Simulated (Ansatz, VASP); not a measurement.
## One calculation of SnPb3O4, two programs

```
Sn Pb O
1.0
     5.66145    0.00000    0.00000
     0.00000    5.66145    0.00000
     0.00000    0.00000    5.37195
Sn Pb O
1 3 4
Direct
  0.00000 0.00000 0.79853
  0.00000 0.50000 0.22554
  0.50000 0.00000 0.22554
  0.50000 0.50000 0.77203
  0.75467 0.75467 0.99459
  0.24533 0.24533 0.99459
  0.75467 0.24533 0.99459
  0.24533 0.75467 0.99459
```

Alike in both runs: functional PBE; k mesh 4 × 4 × 4; occupations gaussian, width 0.1 eV; no spin polarisation.

Ansatz relaxed the structure, and its values are those at the end. VASP's run is a single point on that final structure, the one shown.

|  | VASP | Ansatz |
| --- | --- | --- |
| version | VASP 6.6.1 | Ansatz 0.2.0 |
| potentials or method | VASP PAW PBE potentials, release 64 (Sn_d, Pb_d, O), cutoff 520 eV | scalar-relativistic, plane waves, PAW |
| valence electrons in the cell | 80 | 80 |

VASP gave:

```
gap on the k mesh at the Fermi level (eV) : 1.26
least direct gap on the mesh (eV)         : 1.26
pressure (GPa)                            : 0.2
rms of the force components (eV/Å)        : 0.027
```

What did Ansatz give for the same quantities?

gap on the k mesh at the Fermi level (eV): 1.26; least direct gap on the mesh (eV): 1.26; pressure (GPa): 0.1; rms of the force components (eV/Å): 0.010.

With one functional, cell and mesh, what is left measures potentials, basis and numerics.

Neither program's run includes spin-orbit coupling.
